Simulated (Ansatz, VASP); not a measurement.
# One calculation of AgCl, two programs

```xyz
4
Lattice="3.4088 0.0000 0.0000 0.0000 3.3312 0.0000 0.0000 0.0000 6.6623" Properties=species:S:1:pos:R:3 pbc="T T T"
Ag    0.0000    0.0000    0.0000
Ag    0.0000    0.0000    3.3312
Cl    1.2984    1.6656    1.6656
Cl    2.1103    1.6656    4.9967
```

Change from the starting cell: mode 1 frozen in at -0.397 Å, normal strain along x +0.0233.

Alike in both runs: task single point; functional PBEsol; k mesh 10 × 10 × 6; occupations gaussian, width 0.05 eV; no spin polarisation.

|  | VASP | Ansatz |
| --- | --- | --- |
| version | VASP 6.6.1 | Ansatz 0.2.0 |
| potentials or method | VASP PAW PBE potentials, release 64 (Ag, Cl), cutoff 520 eV | scalar-relativistic, plane waves, PAW |
| valence electrons in the cell | 36 | 52 |

```tsv
	VASP	Ansatz	Ansatz less VASP
gap on the k mesh at the Fermi level (eV)	0.62	0.62	-0.001
least direct gap on the mesh (eV)	0.66	0.66	-0.002
pressure (GPa)	0.8	1.0	+0.12
traceless stress, the component that is largest in VASP (GPa)	0.95	0.96	+0.011
rms of the force components (eV/Å)	0.045	0.043	-0.0021
```

VASP's potentials were made for PBE, not for PBEsol. Atom by atom the forces differ by 0.002 eV/Å (rms over components). VASP's potentials hold 36 valence electrons a cell and Ansatz's 52, so a difference there can come from the potentials and not from the codes.
